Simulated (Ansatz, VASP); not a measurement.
## InSe in VASP and in Ansatz

```
In Se
1.0
     1.98658    1.14695    8.38335
    -1.98658    1.14695    8.38335
     0.00000   -2.29390    8.38335
In Se
2 2
Direct
  0.88860 0.88860 0.88860
  0.00000 0.00000 0.00000
  0.17190 0.17190 0.17190
  0.38350 0.38350 0.38350
```

Alike in both runs: task single point; functional LDA; k mesh 8 × 8 × 8; occupations fermi-dirac, width 0.05 eV; no spin polarisation.

|  | VASP | Ansatz |
| --- | --- | --- |
| version | VASP 6.6.1 | Ansatz 0.2.0 |
| potentials or method | VASP PAW LDA potentials, release 64 (In_d, Se) | Ansatz PAW |
| plane-wave cutoff (eV) | 520 | 420 |
| valence electrons in the cell | 38 | 58 |

VASP gave:

* gap on the k mesh at the Fermi level (eV): 0.28
* least direct gap on the mesh (eV): 0.28
* pressure (GPa): -0.3
* traceless stress, the component that is largest in VASP (GPa): -0.90
* rms of the force components (eV/Å): 0.142

**Question.** Estimate Ansatz's values.

**Answer.** gap on the k mesh at the Fermi level (eV): 0.27; least direct gap on the mesh (eV): 0.27; pressure (GPa): -0.5; traceless stress, the component that is largest in VASP (GPa): -0.91; rms of the force components (eV/Å): 0.132.

LDA's correlation is that of Perdew and Zunger in VASP and of Perdew and Wang (1992) in Ansatz. Atom by atom the forces differ by 0.013 eV/Å (rms over components). VASP's potentials hold 38 valence electrons a cell and Ansatz's 58, so a difference there can come from the potentials and not from the codes.
